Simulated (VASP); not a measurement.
# In (I4_1/amd) in VASP: relaxation of cell and atoms with LDA

Aim: the relaxation of cell and atoms of In with LDA.

All numbers are computed with VASP 6.6.1; they aren't measurements. Logs are shortened: lines on timing, memory, paths and dates and some standing lists are left out, and cuts for length are marked.

## 1. The cell of the first run

Symmetry: I4_1/amd, No. 141, tetragonal system. Conventional cell: a = 5.787 Å, b = 5.787 Å, c = 3.031 Å, α = 90.00°, β = 90.00°, γ = 90.00°. In (site symmetry -4m2) has 10 In at 2.99 to 3.68 Å within 3.9 Å.

## 2. Relaxation of cell and atoms, LDA, target pressure 0.33 GPa, at which the enthalpy is minimised

INCAR

```
SYSTEM = In
PREC = Accurate
ENCUT = 600
EDIFF = 1E-7
ISMEAR = -1
SIGMA = 0.1
LREAL = .FALSE.
LASPH = .TRUE.
NELM = 100
ALGO = Normal
ISIF = 3
LWAVE = .FALSE.
LCHARG = .FALSE.
GGA = CA
IBRION = 2
NSW = 32
EDIFFG = -0.005
PSTRESS = 3.3000000000000003
```

KPOINTS

```
Automatic mesh
0
G
  14 14 14
  0 0 0
```

POSCAR

```
In
1.0
   -2.8934687795      2.8934687795      1.5156436073
    2.8934687795     -2.8934687795      1.5156436073
    2.8934687795      2.8934687795     -1.5156436073
In
2
Direct
   -0.3750000000     -0.1250000000     -0.2500000000
    0.3750000000      0.1250000000      0.2500000000
```

Potentials or basis: VASP PAW LDA potentials, release 64 (In_d).

On the command line:

```console
$ cat potpaw_LDA.64/In_d/POTCAR > POTCAR
$ mpirun -np 1 vasp_std > vasp.out
```

OUTCAR:

```text
SYSTEM = In
   PREC = Accurate
   ENCUT = 600
   EDIFF = 1E-7
   ISMEAR = -1
   LREAL = .FALSE.
   LASPH = .TRUE.
   NELM = 100
   ISIF = 3
   GGA = CA
   IBRION = 2
   NSW = 32
   EDIFFG = -0.005
   PSTRESS = 3.3000000000000003

 ion  position               nearest neighbor table
   1  0.625  0.875  0.750-   2 2.99   2 2.99   2 2.99   2 2.99   2 3.68   2 3.68   2 3.68   2 3.68

   2  0.375  0.125  0.250-   1 2.99   1 2.99   1 2.99   1 2.99   1 3.68   1 3.68   1 3.68   1 3.68

  LATTYP: Found a body centered tetragonal cell.
 ALAT       =     5.7869375590
 C/A-ratio  =     0.5238154350

  Lattice vectors:

 A1 = (  -2.8934687795,   2.8934687795,   1.5156436073)
 A2 = (   2.8934687795,  -2.8934687795,   1.5156436073)
 A3 = (   2.8934687795,   2.8934687795,  -1.5156436073)

Analysis of symmetry for initial positions (statically):
=====================================================================
 Subroutine PRICEL returns:
 Original cell was already a primitive cell.

 Routine SETGRP: Setting up the symmetry group for a
 body centered tetragonal supercell.

 Subroutine GETGRP returns: Found 16 space group operations
 (whereof  4 operations were pure point group operations)
 out of a pool of 16 trial point group operations.

The static configuration has the point symmetry C_2h.
 The point group associated with its full space group is D_4h.

Analysis of symmetry for dynamics (positions and initial velocities):
=====================================================================
 Subroutine PRICEL returns:
 Original cell was already a primitive cell.

 Routine SETGRP: Setting up the symmetry group for a
 body centered tetragonal supercell.

 Subroutine GETGRP returns: Found 16 space group operations
 (whereof  4 operations were pure point group operations)
 out of a pool of 16 trial point group operations.

The dynamic configuration has the point symmetry C_2h.
 The point group associated with its full space group is D_4h.

 Subroutine INISYM returns: Found 16 space group operations
 (whereof  4 operations are pure point group operations),
 and found     1 'primitive' translations

----------------------------------------------------------------------------------------

                                     Primitive cell

  volume of cell :      50.7569

  direct lattice vectors                    reciprocal lattice vectors
    -2.893468780  2.893468780  1.515643607     0.000000000  0.172802970  0.329892857
     2.893468780 -2.893468780  1.515643607     0.172802970  0.000000000  0.329892857
     2.893468780  2.893468780 -1.515643607     0.172802970  0.172802970  0.000000000

  length of vectors
     4.363656575  4.363656575  4.363656575     0.372411283  0.372411283  0.244380304

  position of ions in fractional coordinates (direct lattice)
     0.625000000  0.875000000  0.750000000
     0.375000000  0.125000000  0.250000000

  ion indices of the primitive-cell ions
   primitive index   ion index
                 1           1
                 2           2

----------------------------------------------------------------------------------------

 KPOINTS: Automatic mesh

Automatic generation of k-mesh.
 Grid dimensions read from file:
 generate k-points for:   14   14   14

 Generating k-lattice:

  Cartesian coordinates                     Fractional coordinates (reciprocal lattice)
     0.000000000  0.012343069  0.023563776     0.071428571  0.000000000  0.000000000
     0.012343069  0.000000000  0.023563776     0.000000000  0.071428571  0.000000000
     0.012343069  0.012343069  0.000000000     0.000000000  0.000000000  0.071428571

  Length of vectors
     0.026600806  0.026600806  0.017455736

  Shift w.r.t. Gamma in fractional coordinates (k-lattice)
     0.000000000  0.000000000  0.000000000

 Subroutine IBZKPT returns following result:
 ===========================================

 Found    244 irreducible k-points:

 Following reciprocal coordinates:
            Coordinates               Weight
  0.000000  0.000000  0.000000      1.000000
  0.071429 -0.000000  0.000000      8.000000
  0.142857  0.000000  0.000000      8.000000
  0.214286 -0.000000  0.000000      8.000000
  0.285714 -0.000000  0.000000      8.000000
  0.357143  0.000000 -0.000000      8.000000
[... 16 lines left out ...]
  0.214286  0.142857  0.000000     16.000000
  0.285714  0.142857  0.000000     16.000000
 [... further k-points ...]
   k-points           NKPTS =    244   k-points in BZ     NKDIM =    244   number of bands    NBANDS=     17
   number of dos      NEDOS =    301   number of ions     NIONS =      2
   total plane-waves  NPLWV =  46656
   dimension x,y,z NGX =    36 NGY =   36 NGZ =   36
   dimension x,y,z NGXF=    72 NGYF=   72 NGZF=   72
   ions per type =               2
   NGX,Y,Z   is equivalent  to a cutoff of  13.72, 13.72, 13.72 a.u.
   NGXF,Y,Z  is equivalent  to a cutoff of  27.43, 27.43, 27.43 a.u.
 SYSTEM =  In
   PREC   = accura    normal or accurate (medium, high low for compatibility)
   ISTART =      0    job   : 0-new  1-cont  2-samecut
   ICHARG =      2    charge: 1-file 2-atom 10-const
   ISPIN  =      1    spin polarized calculation?
   LNONCOLLINEAR =      F non collinear calculations
   LSORBIT =      F    spin-orbit coupling
   LASPH  =      T    aspherical Exc in radial PAW
   ENCUT  =  600.0 eV  44.10 Ry    6.64 a.u.   8.72  8.72  8.72*2*pi/ulx,y,z
   NELM   =    100;   NELMIN=  2; NELMDL= -5     # of ELM steps
   EDIFF  = 0.1E-06   stopping-criterion for ELM
   LREAL  =      F    real-space projection
   EDIFFG = -.5E-02   stopping-criterion for IOM
   NSW    =     32    number of steps for IOM
   IBRION =      2    ionic relax: 0-MD 1-quasi-New 2-CG
   NFREE  =      1    steps in history (QN), initial steepest desc. (CG)
   ISIF   =      3    stress and relaxation
   ISYM   =      2    0-nonsym 1-usesym 2-fastsym
   POTIM  = 0.5000    time-step for ionic-motion
   TEBEG  =    0.0;   TEEND  =   0.0 temperature during run
   PSTRESS=    3.3 pullay stress
   NELECT =      26.0000    total number of electrons
   NUPDOWN=      -1.0000    fix difference up-down
   EMIN   =  10.00;   EMAX   =-10.00  energy-range for DOS
   EFERMI =   0.00;   METHOD = LEGACY
   ISMEAR =    -1;   SIGMA  =   0.10  broadening in eV -4-tet -1-fermi 0-gaus
   EFERMI_NEDOS =   21; number of points for ismear=-14 and -15
   IALGO  =     38    algorithm
   IMIX   =      4    mixing-type and parameters
     AMIX     =   0.40;   BMIX     =  1.00
     AMIX_MAG =   1.60;   BMIX_MAG =  1.00
  volume/ion in A,a.u.               =      25.38       171.26
  Fermi-wavevector in a.u.,A,eV,Ry     =   1.309889  2.475331 23.344990  1.715808
  Thomas-Fermi vector in A             =   2.440457
   LORBIT       =      0    0 simple, 1 ext, 2 COOP (PROOUT), +10 PAW based schemes
   GGA     = CA    functional components
   LHFCALC =     F    Hartree Fock is set to
   AEXX    =    0.0000 exact exchange contribution
   IVDW    =     0    specifies the selected vdW correction
   LEPSILON=     F    determine dielectric tensor
   LRPA    =     F    only Hartree local field effects (RPA)
 conjugate gradient relaxation of ions
 non-spin polarized calculation
  energy-cutoff  :      600.00
  volume of cell :       50.76
 maximum number of plane-waves:      1722
   NGX = 17   NGY = 17   NGZ = 17

--------------------------------------- Ionic step        1  -------------------------------------------

 number of electron      25.9999995 magnetization

 Free energy of the ion-electron system (eV)
  ---------------------------------------------------
  ext. energy  EPLUGINS =         0.00000000
  ---------------------------------------------------
  free energy    TOTEN  =        -6.34625892 eV

  energy without entropy =       -6.31158201  energy(sigma->0) =       -6.32892046

------------------------ aborting loop because EDIFF is reached ----------------------------------------

  FORCE on cell =-STRESS in cart. coord.  units (eV):
  Direction    XX          YY          ZZ          XY          YZ          ZX
  --------------------------------------------------------------------------------------
  -------------------------------------------------------------------------------------
  Total        0.1324144      0.1324144      0.1283525     -0.0000000     -0.0000000      0.0000000
  in kB        4.1797570      4.1797570      4.0515396     -0.0000000     -0.0000000      0.0000000
  external PRESSURE =       0.8370179 kB  Pullay stress =       3.3000000 kB

 VOLUME and BASIS-vectors are now :
 -----------------------------------------------------------------------------
  energy-cutoff  :      600.00
  volume of cell :       50.76
      direct lattice vectors                 reciprocal lattice vectors
    -2.893468780  2.893468780  1.515643607     0.000000000  0.172802970  0.329892857
     2.893468780 -2.893468780  1.515643607     0.172802970  0.000000000  0.329892857
     2.893468780  2.893468780 -1.515643607     0.172802970  0.172802970  0.000000000

 POSITION                                       TOTAL-FORCE (eV/Angst)
 -----------------------------------------------------------------------------------
      2.89347      1.44673      1.13673         0.000000     -0.000000      0.000000
      0.00000      1.44673      0.37891        -0.000000      0.000000     -0.000000
 -----------------------------------------------------------------------------------
    total drift:                               -0.000000     -0.000000      0.000000

  FREE ENERGIE OF THE ION-ELECTRON SYSTEM (eV)
  ---------------------------------------------------
  free  energy   TOTEN  =        -6.3462589153 eV

  energy  without entropy=       -6.3115820115  energy(sigma->0) =       -6.32892046

  enthalpy is  TOTEN    =        -6.2417151730 eV   P V=        0.1045437423

--------------------------------------- Ionic step        2  -------------------------------------------

 number of electron      25.9999995 magnetization

 Free energy of the ion-electron system (eV)
  ---------------------------------------------------
  ext. energy  EPLUGINS =         0.00000000
  ---------------------------------------------------
  free energy    TOTEN  =        -6.34649306 eV

  energy without entropy =       -6.31174762  energy(sigma->0) =       -6.32912034

 E-fermi :   7.4379     XC(G=0): -10.6143

 val. band max:        7.4331245184   @ k =   0.4286   0.2143   0.1429
 cond. band min:       7.4471850352   @ k =  -0.3571  -0.3571   0.2857
 fundamental gap:      0.0140605169
 Fermi energy:         7.4379445370

 k-point     1 :       0.0000    0.0000    0.0000
  band No.  band energies     occupation
      1      -7.5492      2.00000
      2      -7.4363      2.00000
      3      -7.3790      2.00000
      4      -7.3702      2.00000
      5      -6.9118      2.00000
      6      -6.9118      2.00000
[... 9 lines left out ...]
     16      15.6536      0.00000
     17      15.6536      0.00000

 k-point     2 :       0.0714   -0.0000    0.0000
  band No.  band energies     occupation
      1      -7.5432      2.00000
      2      -7.4098      2.00000
      3      -7.3599      2.00000
      4      -7.3438      2.00000
      5      -6.9410      2.00000
      6      -6.9392      2.00000
[... 9 lines left out ...]
     16      15.3243      0.00000
     17      15.7334      0.00000

 k-point     3 :       0.1429    0.0000    0.0000
  band No.  band energies     occupation
      1      -7.5228      2.00000
      2      -7.3385      2.00000
      3      -7.3312      2.00000
      4      -7.2523      2.00000
      5      -6.9985      2.00000
      6      -6.9823      2.00000
[... 392 lines left out ...]
 k-point    23 :       0.2143    0.1429    0.0000
  band No.  band energies     occupation
      1      -7.4553      2.00000
      2      -7.2564      2.00000
      3      -7.2287      2.00000
      4      -7.1308      2.00000
      5      -7.1088      2.00000
      6      -7.0668      2.00000
[... 9 lines left out ...]
     16      10.8437      0.00000
     17      12.7612      0.00000

 k-point    24 :       0.2857    0.1429    0.0000
  band No.  band energies     occupation
      1      -7.4455      2.00000
      2      -7.2944      2.00000
      3      -7.2038      2.00000
      4      -7.1731      2.00000
      5      -7.1063      2.00000
      6      -7.0942      2.00000
[... 9 lines left out ...]
     16      11.6331      0.00000
     17      12.0453      0.00000

 [... further k-points ...]

------------------------ aborting loop because EDIFF is reached ----------------------------------------

  FORCE on cell =-STRESS in cart. coord.  units (eV):
  Direction    XX          YY          ZZ          XY          YZ          ZX
  --------------------------------------------------------------------------------------
  -------------------------------------------------------------------------------------
  Total        0.1071774      0.1071774      0.1037538      0.0000000      0.0000000     -0.0000000
  in kB        3.3766492      3.3766492      3.2687874      0.0000000      0.0000000     -0.0000000
  external PRESSURE =       0.0406953 kB  Pullay stress =       3.3000000 kB

 VOLUME and BASIS-vectors are now :
 -----------------------------------------------------------------------------
  energy-cutoff  :      600.00
  volume of cell :       50.85
      direct lattice vectors                 reciprocal lattice vectors
    -2.895413991  2.895413991  1.516514038     0.000000000  0.172686877  0.329703509
     2.895413991 -2.895413991  1.516514038     0.172686877  0.000000000  0.329703509
     2.895413991  2.895413991 -1.516514038     0.172686877  0.172686877  0.000000000

 POSITION                                       TOTAL-FORCE (eV/Angst)
 -----------------------------------------------------------------------------------
      2.89541      1.44771      1.13739        -0.000000     -0.000000      0.000000
     -0.00000      1.44771      0.37913         0.000000      0.000000     -0.000000
 -----------------------------------------------------------------------------------
    total drift:                               -0.000000     -0.000000      0.000000

  FREE ENERGIE OF THE ION-ELECTRON SYSTEM (eV)
  ---------------------------------------------------
  free  energy   TOTEN  =        -6.3464930608 eV

  energy  without entropy=       -6.3117476235  energy(sigma->0) =       -6.32912034

  enthalpy is  TOTEN    =        -6.2417485866 eV   P V=        0.1047444742

 reached required accuracy - stopping structural energy minimisation
```

It took 3.9 min on 1 thread of Intel Xeon Platinum 8488C (Sapphire Rapids), shared host; peak memory 0.34 GiB.

Results:

```yaml
Free_energy: -6.3465 eV
Relaxed_volume: 25.43 Å³/atom
Relaxed_cell: a = 4.367 Å, b = 4.367 Å, c = 4.367 Å, α = 96.93°, β = 96.93°, γ = 139.36°
Space_group_after_relaxing_to_0.1_Å: I4_1/amd (No. 141)
Energy_change_on_relaxing_the_run_minimises_the_enthalpy: -0.1 meV/atom
Ionic_steps: 2
Pressure_after_relaxing: 0.3 GPa
Band_gap_on_the_k_mesh: zero (bands 13 and 14 overlap by 6.41 eV)
```

The path:
```csv
step,energy change (eV),largest force (eV/Å),pressure (GPa),volume (Å³)
1,0.0000,0.0000,0.41,50.76
2,-0.0002,0.0000,0.33,50.85
```

Final structure:
```yaml
crystal:
  lattice:
    - [-2.89541, 2.89541, 1.51651]
    - [2.89541, -2.89541, 1.51651]
    - [2.89541, 2.89541, -1.51651]
  atoms:
    - { symbol: In, position: [0.62500, 0.87500, 0.75000] }
    - { symbol: In, position: [0.37500, 0.12500, 0.25000] }
```

Caveat: the cell is relaxed towards a set pressure, so the run minimises the enthalpy, not the energy; spin-orbit coupling is left out, which moves the levels of the heavy elements.
